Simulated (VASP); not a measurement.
Runs of VASP 6.6.1 on Na. The structure is that of space group Im-3m (No. 229), or close to it. The cells are those of the table. 

| task | cell | gap on the mesh (eV) | pressure (GPa) |
| --- | --- | --- | --- |
| single point | a = 2.880 Å, angles 109.5°, 1 atom | none | (a) |
| relaxation of cell and atoms | relaxed to 19 GPa from a = 2.881 Å, angles 109.5°, 1 atom | none | 19.0 |
| relaxation of cell and atoms | relaxed to 19 GPa from a = 2.885 Å, angles 109.5°, 1 atom | none | 19.0 |
| single point | a = 2.881 Å, angles 109.5°, 1 atom | none | 18.8 |

Alike in all rows: level PBEsol; potentials or basis VASP PAW PBE potentials, release 64 (Na_pv); no spin polarisation; k mesh 16 × 16 × 16; cutoff (eV) 500; smearing fermi-dirac 0.1 eV.

Fill in the values left out.

(a) 18.9.

Caveats: the PAW data sets were made with another functional, which shifts forces and pressure a little; the cell stands under pressure (at least some runs); the cell is relaxed towards a set pressure, so the run minimises the enthalpy, not the energy (at least some runs); the relaxation stopped at its first step, so nothing moved (at least some runs).

A gap of «none» marks levels without a gap at the run's occupations.
